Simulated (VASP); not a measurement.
Input of a VASP 6.6.1 run:

INCAR

```
PREC = Accurate
ENCUT = 520
EDIFF = 1E-6
ISMEAR = 0
SIGMA = 0.1
LREAL = False
LASPH = True
NELM = 100
ALGO = Normal
ISIF = 2
LWAVE = False
LCHARG = True
GGA = PE
LELF = True
LVHAR = True
NBANDS = 61
```

KPOINTS

```
Automatic mesh
0
Gamma
  6 6 1
```

POSCAR

```
Si2Ge3
1.0
    2.9937390228      0.0000000000      0.0000000000
   -1.4968695114      2.5926540461      0.0000000000
    0.0000000000      0.0000000000     22.7021614570
Si Ge
4 6
Direct
    0.3333333333      0.6666666667      0.8059449170
    0.3333333333      0.6666666667      0.0000000000
    0.3333333333      0.6666666667      0.1940550830
    0.6666666667      0.3333333333      0.5000000000
    0.3333333333      0.6666666667      0.5968221879
    0.3333333333      0.6666666667      0.4031778121
    0.6666666667      0.3333333333      0.7111803042
    0.6666666667      0.3333333333      0.9031410605
    0.6666666667      0.3333333333      0.0968589395
    0.6666666667      0.3333333333      0.2888196958
```

Potentials or basis: VASP PAW PBE potentials, release 64 (Si, Ge_d).

Command:

```bash
$ cat potpaw_PBE.64/Si/POTCAR potpaw_PBE.64/Ge_d/POTCAR > POTCAR
$ mpirun -np 1 vasp_std > vasp.out
```

(1) Estimate the pressure.

(2) What does it give for the largest force?

Answers

(1) 0.0 GPa.

(2) 0.008 eV/Å.

Caveat: the k points lie up to 0.40 Å⁻¹ apart, too coarse for converged energies and pressures of a metal.
